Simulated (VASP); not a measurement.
Runs of VASP 6.6.1 on ZnSe (Stilleite). The structure is that of space group F-43m (No. 216), or close to it. The cells are those of the table. 

```tsv
task	cell	gap on the mesh (eV)	pressure (GPa)
relaxation of cell and atoms	relaxed to 30 GPa from a = 4.008 Å, angles 60.0°, 2 atoms	2.31	30.0
relaxation of cell and atoms	relaxed from a = 4.008 Å, angles 60.0°, 2 atoms	1.14	0.0
single point	a = 3.629 Å, angles 60.0°, 2 atoms	(a)	40.7
single point	a = 3.881 Å, angles 60.0°, 2 atoms	1.69	(b)
relaxation of cell and atoms	relaxed to 10 GPa from a = 4.008 Å, angles 60.0°, 2 atoms	1.68	9.9
```

Alike in all rows: level PBE; potentials or basis VASP PAW PBE potentials, release 64 (Zn, Se); no spin polarisation; k mesh 6 × 6 × 6; cutoff (eV) 500; smearing gaussian 0.01 eV.

Q: Fill in the values left out.

A: (a) 2.13; (b) 10.3.

Caveats: the cell is relaxed towards a set pressure, so the enthalpy falls and the energy may rise (some runs).

A k mesh can miss the band edges, and the runs leave out spin-orbit coupling on Se.
